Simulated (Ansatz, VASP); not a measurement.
## In7GaN8: VASP beside Ansatz

```xyz
16
Lattice="0.0000 0.0000 -5.6438 -6.9858 0.0000 0.0000 3.4929 6.0499 0.0000" Properties=species:S:1:pos:R:3 pbc="T T T"
Ga   -3.4929    2.0166   -0.0067
In    0.0000    2.0099   -0.0115
In   -1.7523    5.0449   -0.0115
In    1.7523    5.0449   -0.0115
In   -1.7832    1.0295   -2.8317
In   -5.2026    1.0295   -2.8317
In    0.0000    4.0333   -2.8334
In   -3.4929    3.9908   -2.8317
N    -3.4929    2.0166   -3.6885
N     0.0000    2.0028   -3.5007
N    -1.7584    5.0485   -3.5007
N     1.7584    5.0485   -3.5007
N    -1.8628    1.0755   -0.6571
N    -5.1230    1.0755   -0.6571
N     0.0000    4.0333   -0.6877
N    -3.4929    3.8989   -0.6571
```

Alike in both runs: functional PBEsol; k mesh 6 × 6 × 6; occupations gaussian, width 0.1 eV; no spin polarisation.

Ansatz relaxed the structure, and its values are those at the end. VASP's run is a single point on that final structure, the one shown.

|  | VASP | Ansatz |
| --- | --- | --- |
| version | VASP 6.6.1 | Ansatz 0.2.0 |
| potentials or method | VASP PAW PBE potentials, release 64 (Ga_d, In_d, N), cutoff 520 eV | scalar-relativistic, plane waves, PAW |
| valence electrons in the cell | 144 | 144 |

|  | VASP | Ansatz | Ansatz less VASP |
| --- | --- | --- | --- |
| gap on the k mesh at the Fermi level (eV) | none | none | - |
| pressure (GPa) | 0.2 | 0.0 | -0.17 |
| rms of the force components (eV/Å) | 0.008 | 0.001 | -0.0069 |

VASP's potentials were made for PBE, not for PBEsol. A gap of «none» marks a metal or a gap that the smearing closes. The functional is the same, so the differences come from potentials, cutoffs and numerics.
